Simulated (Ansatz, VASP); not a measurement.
# Two plane-wave programs on ZnGeP2

```
Zn Ge P
1.0
    -2.72333    2.72333    5.36562
     2.72333   -2.72333    5.36562
     2.72333    2.72333   -5.36562
Zn Ge P
2 2 4
Direct
  0.00000 0.00000 0.00000
  0.75000 0.25000 0.50000
  0.50000 0.50000 0.00000
  0.25000 0.75000 0.50000
  0.37500 0.37921 0.50421
  0.62079 0.12500 0.99579
  0.87500 0.87079 0.49579
  0.12921 0.62500 0.00421
```

Alike in both runs: task single point; functional PBE; k mesh 6 × 6 × 6; occupations fermi-dirac, width 0.02 eV; non-collinear spin, spin-orbit coupling.

|  | VASP | Ansatz |
| --- | --- | --- |
| version | VASP 6.6.1 | Ansatz 0.2.0 |
| potentials or method | VASP PAW PBE potentials, release 64 (Zn, Ge_d, P) | plane waves, PAW |
| plane-wave cutoff (eV) | 500 | 420 |
| valence electrons in the cell | 72 | 72 |

```tsv
	VASP	Ansatz	Ansatz less VASP
pressure (GPa)	2.4	2.4	+0.02
rms of the force components (eV/Å)	0.028	0.041	+0.0129
```

Atom by atom the forces differ by 0.013 eV/Å (rms over components). The functional is the same, so the differences come from potentials, cutoffs and numerics.
